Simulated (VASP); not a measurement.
# InSe in VASP: a series of runs

Runs on InSe. Level: PBE+D3(BJ). Tasks: band structure.

Everything below comes from runs of VASP 6.6.1. Logs are shortened: lines on timing, memory, paths and dates and some standing lists are left out, and cuts for length are marked.

### 1 The cell of the first run

The cell holds a slab with vacuum, 16 atoms: a = 4.034 Å, b = 4.034 Å, c = 48.678 Å, α = 90.00°, β = 90.00°, γ = 120.00°.

### 2 Band structure, PBE+D3(BJ)

INCAR

```
SYSTEM = InSe
ALGO = Normal ; DIPOL = 0.5 0.5 0.500
EDIFF = 1E-7 ; ENCUT = 520
GGA = PE ; IDIPOL = 3
ISIF = 2 ; ISMEAR = 0
IVDW = 12 ; KPAR = 8
LASPH = .True. ; LCHARG = .False.
LDIPOL = .True. ; LREAL = .False.
LVACPOTAV = .True. ; LVHAR = .True.
LWAVE = .False. ; NBANDS = 90
NELM = 80 ; PREC = Accurate
SIGMA = 0.03
```

KPOINTS

```
k-points
0
Gamma
  9 9 1
  0 0 0
```

POSCAR

```
InSe                                    
1.0
    4.0337196247      0.0000000000      0.0000000000
   -2.0168598124      3.4933036717      0.0000000000
    0.0000000000      0.0000000000     48.6777120000
  Se              In            
     8     8
Direct
     0.0000000000000000    0.0000000000000000    0.1879613740658175
     0.0000000000000000    0.0000000000000000    0.2984708069373011
     0.6666666699999979    0.3333333300000021    0.3592442793521323
     0.6666666699999979    0.3333333300000021    0.4695493995990765
     0.3333333300000021    0.6666666699999979    0.5304000122681644
     0.3333333300000021    0.6666666699999979    0.6407189986735632
     0.0000000000000000    0.0000000000000000    0.7015498445598262
     0.0000000000000000    0.0000000000000000    0.8120254402656581
     0.6666666699999979    0.3333333300000021    0.2145296517088998
     0.6666666699999979    0.3333333300000021    0.2719657563288863
     0.3333333300000021    0.6666666699999979    0.3856831119040713
     0.3333333300000021    0.6666666699999979    0.4430665811954216
     0.0000000000000000    0.0000000000000000    0.5568485498379343
     0.0000000000000000    0.0000000000000000    0.6142361524908783
     0.6666666699999979    0.3333333300000021    0.7280210031613085
     0.6666666699999979    0.3333333300000021    0.7854516276510725
```

KPOINTS_OPT

```
explicit points
67
Reciprocal
 0.0000000000  0.0000000000  0.0000000000 1
 0.0357142900  0.0000000000  0.0000000000 1
 0.0714285700  0.0000000000  0.0000000000 1
 0.1071428600  0.0000000000  0.0000000000 1
 0.1428571400  0.0000000000  0.0000000000 1
 0.1785714300  0.0000000000  0.0000000000 1
 0.2142857100  0.0000000000  0.0000000000 1
 0.2500000000  0.0000000000  0.0000000000 1
 0.2857142900  0.0000000000  0.0000000000 1
 0.3214285700  0.0000000000  0.0000000000 1
 0.3571428600  0.0000000000  0.0000000000 1
 0.3928571400  0.0000000000  0.0000000000 1
 0.4285714300  0.0000000000  0.0000000000 1
 0.4642857100  0.0000000000  0.0000000000 1
 0.5000000000  0.0000000000  0.0000000000 1
 0.4791666700  0.0416666700  0.0000000000 1
 0.4583333300  0.0833333300  0.0000000000 1
 0.4375000000  0.1250000000  0.0000000000 1
 0.4166666700  0.1666666700  0.0000000000 1
 0.3958333300  0.2083333300  0.0000000000 1
 0.3750000000  0.2500000000  0.0000000000 1
 0.3541666700  0.2916666700  0.0000000000 1
 0.3333333300  0.3333333300  0.0000000000 1
 0.3137254900  0.3137254900  0.0000000000 1
 0.2941176500  0.2941176500  0.0000000000 1
 0.2745098000  0.2745098000  0.0000000000 1
 0.2549019600  0.2549019600  0.0000000000 1
 0.2352941200  0.2352941200  0.0000000000 1
 0.2156862700  0.2156862700  0.0000000000 1
 0.1960784300  0.1960784300  0.0000000000 1
 0.1764705900  0.1764705900  0.0000000000 1
 0.1568627500  0.1568627500  0.0000000000 1
 0.1372549000  0.1372549000  0.0000000000 1
 0.1176470600  0.1176470600  0.0000000000 1
 0.0980392200  0.0980392200  0.0000000000 1
 0.0784313700  0.0784313700  0.0000000000 1
 0.0588235300  0.0588235300  0.0000000000 1
 0.0392156900  0.0392156900  0.0000000000 1
 0.0196078400  0.0196078400  0.0000000000 1
 0.0000000000  0.0000000000  0.0000000000 1
 0.0000000000  0.0000000000  0.0000000000 1
 0.0076394400 -0.0038197200  0.0000000000 1
-0.0076394400  0.0038197200  0.0000000000 1
 0.0222816900 -0.0111408500  0.0000000000 1
-0.0222816900  0.0111408500  0.0000000000 1
-0.0000000000  0.0066159500  0.0000000000 1
 0.0000000000 -0.0066159500  0.0000000000 1
-0.0000000000  0.0192965100  0.0000000000 1
 0.0000000000 -0.0192965100  0.0000000000 1
 0.5000000000  0.0000000000  0.0000000000 1
 0.5076394400 -0.0038197200  0.0000000000 1
 0.4923605600  0.0038197200  0.0000000000 1
 0.5222816900 -0.0111408500  0.0000000000 1
 0.4777183100  0.0111408500  0.0000000000 1
 0.5000000000  0.0066159500  0.0000000000 1
 0.5000000000 -0.0066159500  0.0000000000 1
 0.5000000000  0.0192965100  0.0000000000 1
 0.5000000000 -0.0192965100  0.0000000000 1
 0.3333333300  0.3333333300  0.0000000000 1
 0.3409727700  0.3295136100  0.0000000000 1
 0.3256938900  0.3371530500  0.0000000000 1
 0.3556150200  0.3221924800  0.0000000000 1
 0.3110516400  0.3444741800  0.0000000000 1
 0.3333333300  0.3399492800  0.0000000000 1
 0.3333333300  0.3267173800  0.0000000000 1
 0.3333333300  0.3526298400  0.0000000000 1
 0.3333333300  0.3140368200  0.0000000000 1
```

Potentials or basis: VASP PAW PBE potentials, release 64 (Se, In_d).

Launch:

```
$ cat potpaw_PBE.64/Se/POTCAR potpaw_PBE.64/In_d/POTCAR > POTCAR
$ mpirun -np 8 vasp_std > vasp.out
```

OUTCAR:

```text
SYSTEM = InSe
   EDIFF = 1E-7
   ENCUT = 520
   GGA = PE
   ISIF = 2
   ISMEAR = 0
   IVDW = 12
   LASPH = .True.
   LREAL = .False.
   NELM = 80
   PREC = Accurate
 IVDW          = 12

 ion  position               nearest neighbor table
   1  0.000  0.000  0.188-   9 2.66   9 2.66   9 2.66
   2  0.000  0.000  0.298-  10 2.66  10 2.66  10 2.66
   3  0.667  0.333  0.359-  11 2.66  11 2.66  11 2.66
   4  0.667  0.333  0.470-  12 2.66  12 2.66  12 2.66
   5  0.333  0.667  0.530-  13 2.66  13 2.66  13 2.66
   6  0.333  0.667  0.641-  14 2.66  14 2.66  14 2.66
   7  0.000  0.000  0.702-  15 2.66  15 2.66  15 2.66
   8  0.000  0.000  0.812-  16 2.66  16 2.66  16 2.66
   9  0.667  0.333  0.215-   1 2.66   1 2.66   1 2.66  10 2.80
  10  0.667  0.333  0.272-   2 2.66   2 2.66   2 2.66   9 2.80
  11  0.333  0.667  0.386-   3 2.66   3 2.66   3 2.66  12 2.79
  12  0.333  0.667  0.443-   4 2.66   4 2.66   4 2.66  11 2.79
  13  0.000  0.000  0.557-   5 2.66   5 2.66   5 2.66  14 2.79
  14  0.000  0.000  0.614-   6 2.66   6 2.66   6 2.66  13 2.79
  15  0.667  0.333  0.728-   7 2.66   7 2.66   7 2.66  16 2.80
  16  0.667  0.333  0.785-   8 2.66   8 2.66   8 2.66  15 2.80

  LATTYP: Found a hexagonal cell.
 ALAT       =     4.0337196247
 C/A-ratio  =    12.0676984344

  Lattice vectors:

 A1 = (   4.0337196247,   0.0000000000,   0.0000000000)
 A2 = (  -2.0168598124,   3.4933036717,   0.0000000000)
 A3 = (   0.0000000000,   0.0000000000,  48.6777120000)

Analysis of symmetry for initial positions (statically):
=====================================================================
 Subroutine PRICEL returns:
 Original cell was already a primitive cell.

 Routine SETGRP: Setting up the symmetry group for a
 hexagonal supercell.

 Subroutine GETGRP returns: Found  6 space group operations
 (whereof  6 operations were pure point group operations)
 out of a pool of 24 trial point group operations.

The static configuration has the point symmetry C_3v.

Analysis of symmetry for dynamics (positions and initial velocities):
=====================================================================
 Subroutine PRICEL returns:
 Original cell was already a primitive cell.

 Routine SETGRP: Setting up the symmetry group for a
 hexagonal supercell.

 Subroutine GETGRP returns: Found  6 space group operations
 (whereof  6 operations were pure point group operations)
 out of a pool of 24 trial point group operations.

The dynamic configuration has the point symmetry C_3v.
[... 124 lines left out ...]
   PSTRESS=    0.0 pullay stress
   NELECT =     152.0000    total number of electrons
   NUPDOWN=      -1.0000    fix difference up-down
   EMIN   =  10.00;   EMAX   =-10.00  energy-range for DOS
   EFERMI =   0.00;   METHOD = LEGACY
   ISMEAR =     0;   SIGMA  =   0.03  broadening in eV -4-tet -1-fermi 0-gaus
   EFERMI_NEDOS =   21; number of points for ismear=-14 and -15
   IALGO  =     38    algorithm
   IMIX   =      4    mixing-type and parameters
     AMIX     =   0.40;   BMIX     =  1.00
     AMIX_MAG =   1.60;   BMIX_MAG =  1.00
  volume/ion in A,a.u.               =      42.87       289.30
  Fermi-wavevector in a.u.,A,eV,Ry     =   0.990677  1.872108 13.353307  0.981440
  Thomas-Fermi vector in A             =   2.122364
   LORBIT       =      0    0 simple, 1 ext, 2 COOP (PROOUT), +10 PAW based schemes
   GGA     = PE    functional components
   LHFCALC =     F    Hartree Fock is set to
   AEXX    =    0.0000 exact exchange contribution
   IVDW    =    12    specifies the selected vdW correction
   LEPSILON=     F    determine dielectric tensor
   LRPA    =     F    only Hartree local field effects (RPA)
 non-spin polarized calculation
 Gauss-broadening in eV      SIGMA  =   0.03
  energy-cutoff  :      520.00
  volume of cell :      685.92
 maximum number of plane-waves:     18579
 NGX is ok and might be reduce to    30
   NGX = 15   NGY = 15   NGZ =181

 dipolmoment           0.000000      0.000000     -0.000979 electrons x Angstroem

 number of electron     152.0000008 magnetization

 dipolmoment           0.000000      0.000000      0.000543 electrons x Angstroem

 Free energy of the ion-electron system (eV)
  ---------------------------------------------------
  ext. energy  EPLUGINS =         0.00000000
  ---------------------------------------------------
  free energy    TOTEN  =       -56.68575397 eV

  energy without entropy =      -56.68575397  energy(sigma->0) =      -56.68575397

 E-fermi :   1.1079     XC(G=0):  -6.3083

 val. band max:        0.9420870179   @ k =   0.1111   0.0000   0.0000
 cond. band min:       1.6200456621   @ k =   0.0000   0.0000   0.0000
 fundamental gap:      0.6779586442
 Fermi energy:         1.1079173460

 k-point     1 :       0.0000    0.0000    0.0000
  band No.  band energies     occupation
      1     -13.6713      2.00000
      2     -13.6694      2.00000
      3     -13.6513      2.00000
      4     -13.6427      2.00000
      5     -13.4856      2.00000
      6     -13.4856      2.00000
[... 1081 lines left out ...]
     87       4.3982      0.00000
     88       4.4465      0.00000
 [bands above 88 left out]

------------------------ aborting loop because EDIFF is reached ----------------------------------------

 Edisp (eV)   -4.46441

 E8    (eV) :    -2.0707

  FORCE on cell =-STRESS in cart. coord.  units (eV):
  Direction    XX          YY          ZZ          XY          YZ          ZX
  --------------------------------------------------------------------------------------
  -------------------------------------------------------------------------------------
  Total      -0.07193    -0.07193    -0.22664     0.00000     0.00000    -0.00000
  in kB      -0.16801    -0.16801    -0.52939     0.00000     0.00000    -0.00000
  external pressure =       -0.29 kB  Pullay stress =        0.00 kB

 VOLUME and BASIS-vectors are now :
 -----------------------------------------------------------------------------
  energy-cutoff  :      520.00
  volume of cell :      685.92
      direct lattice vectors                 reciprocal lattice vectors
     4.033719625  0.000000000  0.000000000     0.247910141  0.143130986  0.000000000
    -2.016859812  3.493303672  0.000000000     0.000000000  0.286261973  0.000000000
     0.000000000  0.000000000 48.677712000     0.000000000  0.000000000  0.020543283

 POSITION                                       TOTAL-FORCE (eV/Angst)
 -----------------------------------------------------------------------------------
      0.00000      0.00000      9.14953        -0.000000      0.000000      0.002852
      0.00000      0.00000     14.52888        -0.000000      0.000000     -0.001630
      2.01686      1.16443     17.48719        -0.000000      0.000000     -0.000053
      2.01686      1.16443     22.85659         0.000000     -0.000000      0.001594
     -0.00000      2.32887     25.81866         0.000000     -0.000000     -0.000403
     -0.00000      2.32887     31.18873        -0.000000      0.000000     -0.000945
[... 8 lines left out ...]
      2.01686      1.16443     35.43840         0.000000      0.000000      0.000955
      2.01686      1.16443     38.23399         0.000000      0.000000     -0.002944
 -----------------------------------------------------------------------------------
    total drift:                               -0.000018      0.000011     -0.000366

  FREE ENERGIE OF THE ION-ELECTRON SYSTEM (eV)
  ---------------------------------------------------
  free  energy   TOTEN  =       -61.1501591112 eV

  energy  without entropy=      -61.1501591112  energy(sigma->0) =      -61.15015911

 vacuum level on the upper side and lower side of the slab         6.375         6.368
```

Wall time 15 min (8 MPI ranks of Intel Xeon 6975P-C (Granite Rapids), shared host); peak memory 1.1 GiB.

What came out:

* Free energy: -61.1502 eV
* Largest force: 0.005 eV/Å
* Band gap on the k mesh: 0.68 eV (least direct gap 0.70 eV)
* Band gap along the path: 0.66 eV (least direct gap 0.71 eV)
* Dispersion energy per atom: -0.279 eV

Forces in eV/Å, atoms in the order of the input:
```
Se   0.000  0.000  0.003
Se   0.000  0.000 -0.002
Se   0.000  0.000  0.000
Se   0.000  0.000  0.002
Se   0.000  0.000  0.000
Se   0.000  0.000 -0.001
Se   0.000  0.000  0.001
Se   0.000  0.000 -0.004
In   0.000  0.000  0.005
In   0.000  0.000 -0.002
In   0.000  0.000 -0.004
In   0.000  0.000  0.005
In   0.000  0.000 -0.005
In   0.000  0.000  0.005
In   0.000  0.000  0.001
In   0.000  0.000 -0.003
```

Caveat: spin-orbit coupling is left out, which moves the levels of the heavy elements.

### 3 Band structure, PBE+D3(BJ), spin-orbit coupling, no magnetisation

INCAR

```
SYSTEM = InSe
ALGO = Normal ; DIPOL = 0.5 0.5 0.500
EDIFF = 1E-7 ; ENCUT = 520
GGA = PE ; GGA_COMPAT = .False.
IDIPOL = 3 ; ISIF = 2
ISMEAR = 0 ; IVDW = 12
KPAR = 8 ; LASPH = .True.
LCHARG = .False. ; LDIPOL = .True.
LORBIT = 11 ; LREAL = .False.
LSORBIT = .True. ; LVACPOTAV = .True.
LVHAR = .True. ; LWAVE = .False.
MAGMOM = 0 0 0 0 0 0 0 0 0 0 0 0 0 0 0 0 0 0 0 0 0 0 0 0 0 0 0 0 0 0 0 0 0 0 0 0 0 0 0 0 0 0 0 0 0 0 0 0 ; NBANDS = 180
NELM = 80 ; PREC = Accurate
SIGMA = 0.03
```

KPOINTS is that of step 2.

POSCAR is that of step 2.

KPOINTS_OPT is that of step 2.

Potentials or basis: VASP PAW PBE potentials, release 64 (Se, In_d).

Launch:

```
$ cat potpaw_PBE.64/Se/POTCAR potpaw_PBE.64/In_d/POTCAR > POTCAR
$ mpirun -np 8 vasp_ncl > vasp.out
```

Run time: 1.8 h. Hardware: 8 MPI ranks of Intel Xeon 6975P-C (Granite Rapids), shared host; peak memory 5.6 GiB.

Results (log left out):

```yaml
Free_energy: -61.5954 eV
Largest_force: 0.010 eV/Å
Valence_electrons_inside_the_program's_atomic_spheres: Se 3.82, 3.83 (each value once); In 11.39, 11.40 (each value once)
Dispersion_energy_per_atom: -0.279 eV
```

Forces in eV/Å, atoms in the order of the input:
```
Se   0.000  0.000  0.003
Se   0.000  0.000 -0.002
Se   0.000  0.000  0.000
Se   0.000  0.000  0.001
Se   0.000  0.000  0.000
Se   0.000  0.000 -0.001
Se   0.000  0.000  0.002
Se   0.000  0.000 -0.004
In   0.000  0.000  0.010
In   0.000  0.000 -0.007
In   0.000  0.000  0.001
In   0.000  0.000  0.000
In   0.000  0.000  0.000
In   0.000  0.000  0.000
In   0.000  0.000  0.006
In   0.000  0.000 -0.008
```
